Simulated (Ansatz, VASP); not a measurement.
**MgS in VASP and in Ansatz**

```
Mg S
1.0
     0.00000    2.56418    2.55136
     2.56418    0.00000    2.55136
     2.56418    2.56418    0.00000
Mg S
1 1
Direct
  0.00000 0.00000 0.00000
  0.50000 0.50000 0.50000
```

Change from the starting cell: z stretched by -0.5 %, x and y held.

Alike in both runs: task single point; functional LDA; k mesh 8 × 8 × 8; no spin polarisation.

|  | VASP | Ansatz |
| --- | --- | --- |
| version | VASP 6.6.1 | Ansatz 0.2.0 |
| potentials or method | VASP PAW LDA potentials, release 64 (Mg, S), cutoff 520 eV | all-electron LAPW, scalar-relativistic |
| occupations | gaussian, width 0.01 eV | fixed |

VASP gave:

| Quantity | Value |
| --- | --- |
| gap on the k mesh at the Fermi level (eV) | 2.63 |
| pressure (GPa) | -0.1 |
| traceless stress, the component that is largest in VASP (GPa) | 0.42 |

Task: Which values does Ansatz return?

Result: gap on the k mesh at the Fermi level (eV): 2.64; pressure (GPa): 0.5; traceless stress, the component that is largest in VASP (GPa): 0.42.

LDA's correlation is that of Perdew and Zunger in VASP and of Perdew and Wang (1992) in Ansatz. Ansatz ran all-electron here, and VASP with PAW potentials.
